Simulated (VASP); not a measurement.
# BiP: single point with r2SCAN

The system is BiP.

```
Bi P
1.0
     3.88616    0.00000    0.00000
    -1.94308    3.36552    0.00000
     0.00000    0.00000    3.73592
Bi P
1 1
Cartesian
  0.0000 0.0000 0.0000
  1.9431 1.1218 1.8680
```

```yaml
Program: VASP 6.6.1
Task: single point
Functional: r2SCAN
Potentials_or_basis: VASP PAW PBE potentials, release 64 (Bi_d, P)
Cutoff: 520 eV
k_mesh: 10 × 10 × 10
Occupations: gaussian, width 0.05 eV
Spin: no spin polarisation
Dipole_correction: no
Further_INCAR_settings: ALGO = Normal; EDIFF = 1e-06; NBANDS = 17
```

```
Pressure               : 1.4 GPa
Band gap on the k mesh : zero (bands 10 and 11 overlap by 3.03 eV)
```

Levels at points of the mesh, in eV from the Fermi level:
```tsv
k point	band 8	band 9	band 10	band 11	band 12	band 13
(0.00, 0.00, 0.00)	-2.96	-1.48	-1.48	2.60	2.60	4.20
(0.50, 0.00, 0.00)	-3.24	-2.22	-0.91	2.03	2.12	4.47
(0.00, 0.00, 0.50)	-0.10	-0.10	0.76	1.50	2.18	2.18
(0.50, 0.00, 0.50)	-5.54	-5.33	-0.82	0.27	2.54	2.58
```

Wall time 3.4 min on 1 thread of Intel(R) Xeon(R) Platinum 8488C (Sapphire Rapids), on a shared host, peak memory 0.21 GiB.

Caveat: the PAW data sets were made with another functional, which shifts forces and pressure a little; spin-orbit coupling is left out, which moves the levels of the heavy elements.
